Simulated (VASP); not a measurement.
# C (P6_3/mmc) in VASP: a series of runs

C is run at these levels: PBE; tasks: single point, relaxation of cell and atoms.

Everything below comes from runs of VASP 6.6.1. Logs are shortened: lines on timing, memory, paths and dates and some standing lists are left out, and cuts for length are marked.

### 1 The cell of the first run

Symmetry: P6_3/mmc, No. 194, hexagonal system. Conventional cell: a = 2.466 Å, b = 2.466 Å, c = 8.301 Å, α = 90.00°, β = 90.00°, γ = 120.00°. Within 1.9 Å of C (site symmetry -6m2) lie 3 C at 1.42 Å. Within 1.9 Å of C (site symmetry -6m2) lie 3 C at 1.42 Å.

### 2 Single point, PBE

Input file INCAR:

```
PREC = Accurate
ENCUT = 520
EDIFF = 1E-6
ISMEAR = 0
SIGMA = 0.05
LREAL = F
LASPH = T
NELM = 80
ALGO = Normal
ISIF = 2
LWAVE = F
LCHARG = F
GGA = PE
NBANDS = 16
```

Input file KPOINTS:

```
regular mesh
0
Gamma
  20 20 6
```

Input file POSCAR:

```
C
1.0
    2.4664847890      0.0000000000      0.0000000000
   -1.2332423945      2.1360384853      0.0000000000
    0.0000000000      0.0000000000      8.3012284296
C
4
Direct
    0.0000000000      0.0000000000      0.2500000000
    0.0000000000      0.0000000000      0.7500000000
    0.3333333333      0.6666666667      0.2500000000
    0.6666666667      0.3333333333      0.7500000000
```

Potentials or basis: VASP PAW PBE potentials, release 64 (C).

The run is started by

```console
$ cat potpaw_PBE.64/C/POTCAR > POTCAR
$ mpirun -np 1 vasp_std > vasp.out
```

OUTCAR:

```text
PREC = Accurate
   ENCUT = 520
   EDIFF = 1E-6
   ISMEAR = 0
   LREAL = F
   LASPH = T
   NELM = 80
   ISIF = 2
   GGA = PE

 ion  position               nearest neighbor table
   1  0.000  0.000  0.250-   3 1.42   3 1.42   3 1.42
   2  0.000  0.000  0.750-   4 1.42   4 1.42   4 1.42
   3  0.333  0.667  0.250-   1 1.42   1 1.42   1 1.42
   4  0.667  0.333  0.750-   2 1.42   2 1.42   2 1.42

  LATTYP: Found a hexagonal cell.
 ALAT       =     2.4664847890
 C/A-ratio  =     3.3656110375

  Lattice vectors:

 A1 = (   2.4664847890,   0.0000000000,   0.0000000000)
 A2 = (  -1.2332423945,   2.1360384853,   0.0000000000)
 A3 = (   0.0000000000,   0.0000000000,   8.3012284296)

Analysis of symmetry for initial positions (statically):
=====================================================================
 Subroutine PRICEL returns:
 Original cell was already a primitive cell.

 Routine SETGRP: Setting up the symmetry group for a
 hexagonal supercell.

 Subroutine GETGRP returns: Found 24 space group operations
 (whereof 12 operations were pure point group operations)
 out of a pool of 24 trial point group operations.

The static configuration has the point symmetry D_3d.
 The point group associated with its full space group is D_6h.

Analysis of symmetry for dynamics (positions and initial velocities):
=====================================================================
 Subroutine PRICEL returns:
 Original cell was already a primitive cell.

 Routine SETGRP: Setting up the symmetry group for a
 hexagonal supercell.

 Subroutine GETGRP returns: Found 24 space group operations
 (whereof 12 operations were pure point group operations)
 out of a pool of 24 trial point group operations.

The dynamic configuration has the point symmetry D_3d.
 The point group associated with its full space group is D_6h.

 Subroutine INISYM returns: Found 24 space group operations
 (whereof 12 operations are pure point group operations),
 and found     1 'primitive' translations

----------------------------------------------------------------------------------------

                                     Primitive cell

  volume of cell :      43.7351

  direct lattice vectors                    reciprocal lattice vectors
     2.466484789  0.000000000  0.000000000     0.405435300  0.234078180  0.000000000
    -1.233242394  2.136038485  0.000000000     0.000000000  0.468156359  0.000000000
     0.000000000  0.000000000  8.301228430     0.000000000  0.000000000  0.120464099

  length of vectors
     2.466484789  2.466484789  8.301228430     0.468156359  0.468156359  0.120464099

  position of ions in fractional coordinates (direct lattice)
     0.000000000  0.000000000  0.250000000
     0.000000000  0.000000000  0.750000000
     0.333333333  0.666666667  0.250000000
     0.666666667  0.333333333  0.750000000

  ion indices of the primitive-cell ions
   primitive index   ion index
                 1           1
                 2           2
                 3           3
                 4           4

----------------------------------------------------------------------------------------

 KPOINTS: regular mesh

Automatic generation of k-mesh.
 Grid dimensions read from file:
 generate k-points for:   20   20    6

 Generating k-lattice:

  Cartesian coordinates                     Fractional coordinates (reciprocal lattice)
     0.020271765  0.011703909  0.000000000     0.050000000 -0.000000000  0.000000000
     0.000000000  0.023407818  0.000000000     0.000000000  0.050000000  0.000000000
     0.000000000  0.000000000  0.020077350     0.000000000  0.000000000  0.166666667

  Length of vectors
     0.023407818  0.023407818  0.020077350

  Shift w.r.t. Gamma in fractional coordinates (k-lattice)
     0.000000000  0.000000000  0.000000000

 Subroutine IBZKPT returns following result:
 ===========================================

 Found    176 irreducible k-points:

 Following reciprocal coordinates:
            Coordinates               Weight
  0.000000  0.000000  0.000000      1.000000
  0.050000 -0.000000  0.000000      6.000000
  0.100000  0.000000  0.000000      6.000000
  0.150000  0.000000  0.000000      6.000000
  0.200000  0.000000  0.000000      6.000000
  0.250000  0.000000  0.000000      6.000000
[... 16 lines left out ...]
  0.200000  0.100000  0.000000     12.000000
  0.250000  0.100000  0.000000     12.000000
 [... further k-points ...]
   k-points           NKPTS =    176   k-points in BZ     NKDIM =    176   number of bands    NBANDS=     16
   number of dos      NEDOS =    301   number of ions     NIONS =      4
   total plane-waves  NPLWV =  20736
   dimension x,y,z NGX =    18 NGY =   18 NGZ =   64
   dimension x,y,z NGXF=    36 NGYF=   36 NGZF=  128
   ions per type =               4
   NGX,Y,Z   is equivalent  to a cutoff of  12.13, 12.13, 12.82 a.u.
   NGXF,Y,Z  is equivalent  to a cutoff of  24.26, 24.26, 25.63 a.u.
 SYSTEM =  unknown system
   PREC   = accura    normal or accurate (medium, high low for compatibility)
   ISTART =      0    job   : 0-new  1-cont  2-samecut
   ICHARG =      2    charge: 1-file 2-atom 10-const
   ISPIN  =      1    spin polarized calculation?
   LNONCOLLINEAR =      F non collinear calculations
   LSORBIT =      F    spin-orbit coupling
   LASPH  =      T    aspherical Exc in radial PAW
   ENCUT  =  520.0 eV  38.22 Ry    6.18 a.u.   4.59  4.59 15.43*2*pi/ulx,y,z
   NELM   =     80;   NELMIN=  2; NELMDL= -5     # of ELM steps
   EDIFF  = 0.1E-05   stopping-criterion for ELM
   LREAL  =      F    real-space projection
   EDIFFG = 0.1E-04   stopping-criterion for IOM
   NSW    =      0    number of steps for IOM
   IBRION =     -1    ionic relax: 0-MD 1-quasi-New 2-CG
   NFREE  =      0    steps in history (QN), initial steepest desc. (CG)
   ISIF   =      2    stress and relaxation
   ISYM   =      2    0-nonsym 1-usesym 2-fastsym
   POTIM  = 0.5000    time-step for ionic-motion
   TEBEG  =    0.0;   TEEND  =   0.0 temperature during run
   PSTRESS=    0.0 pullay stress
   NELECT =      16.0000    total number of electrons
   NUPDOWN=      -1.0000    fix difference up-down
   EMIN   =  10.00;   EMAX   =-10.00  energy-range for DOS
   EFERMI =   0.00;   METHOD = LEGACY
   ISMEAR =     0;   SIGMA  =   0.05  broadening in eV -4-tet -1-fermi 0-gaus
   EFERMI_NEDOS =   21; number of points for ismear=-14 and -15
   IALGO  =     38    algorithm
   IMIX   =      4    mixing-type and parameters
     AMIX     =   0.40;   BMIX     =  1.00
     AMIX_MAG =   1.60;   BMIX_MAG =  1.00
  volume/ion in A,a.u.               =      10.93        73.78
  Fermi-wavevector in a.u.,A,eV,Ry     =   1.170860  2.212604 18.652397  1.370912
  Thomas-Fermi vector in A             =   2.307312
   LORBIT       =      0    0 simple, 1 ext, 2 COOP (PROOUT), +10 PAW based schemes
   GGA     = PE    functional components
   LHFCALC =     F    Hartree Fock is set to
   AEXX    =    0.0000 exact exchange contribution
   IVDW    =     0    specifies the selected vdW correction
   LEPSILON=     F    determine dielectric tensor
   LRPA    =     F    only Hartree local field effects (RPA)
 non-spin polarized calculation
 Gauss-broadening in eV      SIGMA  =   0.05
  energy-cutoff  :      520.00
  volume of cell :       43.74
 maximum number of plane-waves:      1204
   NGX =  9   NGY =  9   NGZ = 31

 number of electron      15.9999994 magnetization

 Free energy of the ion-electron system (eV)
  ---------------------------------------------------
  ext. energy  EPLUGINS =         0.00000000
  ---------------------------------------------------
  free energy    TOTEN  =       -36.90689661 eV

  energy without entropy =      -36.90689661  energy(sigma->0) =      -36.90689661

 E-fermi :   2.8260     XC(G=0):  -8.8915

 val. band max:        2.6138560130   @ k =   0.3500   0.3000   0.0000
 cond. band min:       3.3757923018   @ k =   0.3500   0.3000   0.0000
 fundamental gap:      0.7619362888
 Fermi energy:         2.8259800777

 k-point     1 :       0.0000    0.0000    0.0000
  band No.  band energies     occupation
      1     -16.5542      2.00000
      2     -16.5076      2.00000
      3      -4.9077      2.00000
      4      -4.3318      2.00000
      5      -0.0601      2.00000
      6      -0.0601      2.00000
[... 8 lines left out ...]
     15      14.1182      0.00000
     16      14.3879      0.00000

 k-point     2 :       0.0500   -0.0000    0.0000
  band No.  band energies     occupation
      1     -16.4951      2.00000
      2     -16.4487      2.00000
      3      -4.8363      2.00000
      4      -4.2622      2.00000
      5      -0.3026      2.00000
      6      -0.3003      2.00000
[... 8 lines left out ...]
     15      14.1327      0.00000
     16      14.1799      0.00000

 k-point     3 :       0.1000    0.0000    0.0000
  band No.  band energies     occupation
      1     -16.3179      2.00000
      2     -16.2720      2.00000
      3      -4.6229      2.00000
      4      -4.0541      2.00000
      5      -0.9786      2.00000
      6      -0.9748      2.00000
[... 8 lines left out ...]
     15      13.5816      0.00000
     16      13.6277      0.00000

 k-point     4 :       0.1500    0.0000    0.0000
  band No.  band energies     occupation
      1     -16.0231      2.00000
      2     -15.9783      2.00000
      3      -4.2693      2.00000
      4      -3.7096      2.00000
      5      -1.9715      2.00000
      6      -1.9653      2.00000
[... 8 lines left out ...]
     15      13.3819      0.00000
     16      13.3884      0.00000

 k-point     5 :       0.2000    0.0000    0.0000
  band No.  band energies     occupation
      1     -15.6122      2.00000
      2     -15.5688      2.00000
      3      -3.7792      2.00000
      4      -3.2330      2.00000
      5      -3.1606      2.00000
      6      -3.1517      2.00000
[... 8 lines left out ...]
     15      14.7767      0.00000
     16      14.7834      0.00000

 k-point     6 :       0.2500    0.0000    0.0000
  band No.  band energies     occupation
      1     -15.0869      2.00000
      2     -15.0454      2.00000
      3      -4.4516      2.00000
      4      -4.4397      2.00000
      5      -3.1589      2.00000
      6      -2.6316      2.00000
[... 8 lines left out ...]
     15      15.7845      0.00000
     16      16.3643      0.00000

 k-point     7 :       0.3000    0.0000    0.0000
  band No.  band energies     occupation
      1     -14.4503      2.00000
      2     -14.4111      2.00000
      3      -5.7773      2.00000
      4      -5.7623      2.00000
      5      -2.5360      2.00000
      6      -2.5311      2.00000
[... 8 lines left out ...]
     15      16.4873      0.00000
     16      18.0560      0.00000

 k-point     8 :       0.3500    0.0000    0.0000
  band No.  band energies     occupation
      1     -13.7071      2.00000
      2     -13.6704      2.00000
      3      -7.0904      2.00000
      4      -7.0723      2.00000
      5      -2.9198      2.00000
      6      -2.9146      2.00000
[... 8 lines left out ...]
     15      17.2664      0.00000
     16      17.8962      0.00000

 k-point     9 :       0.4000   -0.0000    0.0000
  band No.  band energies     occupation
      1     -12.8666      2.00000
      2     -12.8329      2.00000
      3      -8.3542      2.00000
      4      -8.3331      2.00000
      5      -3.2039      2.00000
      6      -3.1985      2.00000
[... 8 lines left out ...]
     15      16.6296      0.00000
     16      18.1683      0.00000
[... 172 lines left out ...]
 k-point    19 :       0.4000    0.0500    0.0000
  band No.  band energies     occupation
      1     -12.3765      2.00000
      2     -12.3447      2.00000
      3      -8.9218      2.00000
      4      -8.8997      2.00000
      5      -3.5011      2.00000
      6      -3.4950      2.00000
[... 8 lines left out ...]
     15      15.9291      0.00000
     16      17.4883      0.00000

 k-point    20 :       0.4500    0.0500    0.0000
  band No.  band energies     occupation
      1     -11.4922      2.00000
      2     -11.4677      2.00000
      3      -9.9742      2.00000
      4      -9.9538      2.00000
      5      -3.6187      2.00000
      6      -3.6125      2.00000
[... 8 lines left out ...]
     15      15.4191      0.00000
     16      16.6088      0.00000

 k-point    21 :       0.1000    0.1000    0.0000
  band No.  band energies     occupation
      1     -15.8468      2.00000
      2     -15.8025      2.00000
      3      -4.0583      2.00000
      4      -3.5043      2.00000
      5      -2.3280      2.00000
      6      -2.3241      2.00000
[... 8 lines left out ...]
     15      13.2736      0.00000
     16      13.2840      0.00000

 k-point    22 :       0.1500    0.1000    0.0000
  band No.  band energies     occupation
      1     -15.4368      2.00000
      2     -15.3940      2.00000
      3      -3.5703      2.00000
      4      -3.3281      2.00000
      5      -3.3218      2.00000
      6      -3.0301      2.00000
[... 8 lines left out ...]
     15      14.0316      0.00000
     16      14.0609      0.00000

 k-point    23 :       0.2000    0.1000    0.0000
  band No.  band energies     occupation
      1     -14.9130      2.00000
      2     -14.8721      2.00000
      3      -4.4910      2.00000
      4      -4.4809      2.00000
      5      -2.9527      2.00000
      6      -2.7237      2.00000
[... 8 lines left out ...]
     15      15.0954      0.00000
     16      15.1839      0.00000

 k-point    24 :       0.2500    0.1000    0.0000
  band No.  band energies     occupation
      1     -14.2784      2.00000
      2     -14.2398      2.00000
      3      -5.7378      2.00000
      4      -5.7241      2.00000
      5      -3.2334      2.00000
      6      -3.2267      2.00000
[... 8 lines left out ...]
     15      16.2163      0.00000
     16      16.4782      0.00000

 [... further k-points ...]
[... 5 lines left out ...]
  --------------------------------------------------------------------------------------
  -------------------------------------------------------------------------------------
  Total        0.1509194      0.1509194      0.0165376     -0.0000000     -0.0000000     -0.0000000
  in kB        5.5287333      5.5287333      0.6058327     -0.0000000     -0.0000000     -0.0000000
  external PRESSURE =       3.8877664 kB  Pullay stress =       0.0000000 kB

 VOLUME and BASIS-vectors are now :
 -----------------------------------------------------------------------------
  energy-cutoff  :      520.00
  volume of cell :       43.74
      direct lattice vectors                 reciprocal lattice vectors
     2.466484789  0.000000000  0.000000000     0.405435300  0.234078180  0.000000000
    -1.233242394  2.136038485  0.000000000     0.000000000  0.468156359  0.000000000
     0.000000000  0.000000000  8.301228430     0.000000000  0.000000000  0.120464099

 POSITION                                       TOTAL-FORCE (eV/Angst)
 -----------------------------------------------------------------------------------
      0.00000      0.00000      2.07531        -0.000000      0.000000      0.000000
      0.00000      0.00000      6.22592         0.000000     -0.000000      0.000000
     -0.00000      1.42403      2.07531         0.000000      0.000000     -0.000000
      1.23324      0.71201      6.22592        -0.000000      0.000000      0.000000
 -----------------------------------------------------------------------------------
    total drift:                                0.000000     -0.000000      0.000000

  FREE ENERGIE OF THE ION-ELECTRON SYSTEM (eV)
  ---------------------------------------------------
  free  energy   TOTEN  =       -36.9068966106 eV

  energy  without entropy=      -36.9068966106  energy(sigma->0) =      -36.90689661
```

Run time: 43 s. Hardware: 1 thread of AMD EPYC 9R45 (Zen 5), shared host; peak memory 0.18 GiB.

What came out:

| Property | Result |
| --- | --- |
| Free energy | -36.9069 eV |
| Pressure | 0.4 GPa |
| Band gap on the k mesh | 0.76 eV, direct |

Stress tensor (GPa, compression positive):
```
0.55 0.00 0.00
0.00 0.55 0.00
0.00 0.00 0.06
```

Levels at points of the mesh, in eV from the valence-band top:
```csv
k point,band 6,band 7,band 8,band 9,band 10,band 11
"(0.00, 0.00, 0.00)",-2.67,-2.67,-2.67,3.53,7.09,8.67
"(0.50, 0.00, 0.00)",-6.04,-2.08,-1.91,1.94,2.18,7.70
"(0.00, 0.00, 0.50)",-2.67,-2.67,-2.67,4.91,4.91,8.67
"(0.50, 0.00, 0.50)",-6.05,-1.99,-1.99,2.04,2.04,7.73
```

Caveat: this functional lacks dispersion, which binds the layers, so the pressure and a relaxed spacing across them are unreliable. A k mesh can miss the band edges.

### 3 Single point, PBE

This run uses another cell than the first one, of 11.04 Å³/atom, 1.010 times its volume.

Input file INCAR:

```
PREC     = Accurate       # precision mode
ENCUT    = 520            # plane-wave cutoff, eV
EDIFF    = 1E-6           # SCF threshold, eV
ISMEAR   = 0              # smearing method
SIGMA    = 0.05           # smearing width, eV
LREAL    = False          # projectors in reciprocal space
LASPH    = True           # aspherical terms in the spheres
NELM     = 60             # most SCF steps
ALGO     = Normal         # electronic algorithm
ISIF     = 2              # what is computed and relaxed
LWAVE    = False          # write WAVECAR
LCHARG   = False          # write CHGCAR
GGA      = PE             # functional
NBANDS   = 16             # bands
```

Input file KPOINTS:

```
Automatic mesh
0
Gamma
  20 20 6
```

Input file POSCAR:

```
C
1.0
    2.4663762095      0.0000000000      0.0000000000
   -1.2331881048      2.1359444527      0.0000000000
    0.0000000000      0.0000000000      8.3852558228
C
4
Direct
    0.0000000000      0.0000000000      0.2500000000
    0.0000000000      0.0000000000      0.7500000000
    0.3333333333      0.6666666667      0.2500000000
    0.6666666667      0.3333333333      0.7500000000
```

Potentials or basis: VASP PAW PBE potentials, release 64 (C).

The run is started by

```console
$ cat potpaw_PBE.64/C/POTCAR > POTCAR
$ mpirun -np 1 vasp_std > vasp.out
```

Run time: 46 s. Hardware: 1 thread of AMD EPYC 9R45 (Zen 5), shared host; peak memory 0.18 GiB.

Results (log left out):

| Property | Result |
| --- | --- |
| Free energy | -36.9072 eV |
| Pressure | 0.4 GPa |
| Band gap on the k mesh | 0.77 eV, direct |

Stress tensor (GPa, compression positive):
```
0.60 0.00 0.00
0.00 0.60 0.00
0.00 0.00 0.03
```

Levels at points of the mesh, in eV from the valence-band top:
```csv
k point,band 4,band 5,band 6,band 7,band 8,band 9,band 10,band 11,band 12,band 13
"(0.00, 0.00, 0.00)",-6.96,-2.67,-2.67,-2.67,-2.67,3.51,6.97,8.68,8.68,8.68
"(0.50, 0.00, 0.00)",-12.85,-6.05,-6.04,-2.07,-1.91,1.95,2.18,7.71,7.77,11.01
"(0.00, 0.00, 0.50)",-7.24,-2.67,-2.67,-2.67,-2.67,4.84,4.84,8.68,8.68,8.68
"(0.50, 0.00, 0.50)",-12.86,-6.04,-6.04,-1.99,-1.99,2.05,2.05,7.74,7.74,11.88
```

Caveat: this functional lacks dispersion, which binds the layers, so the pressure and a relaxed spacing across them are unreliable. A k mesh can miss the band edges.

(Continued in part 2 of 2.)
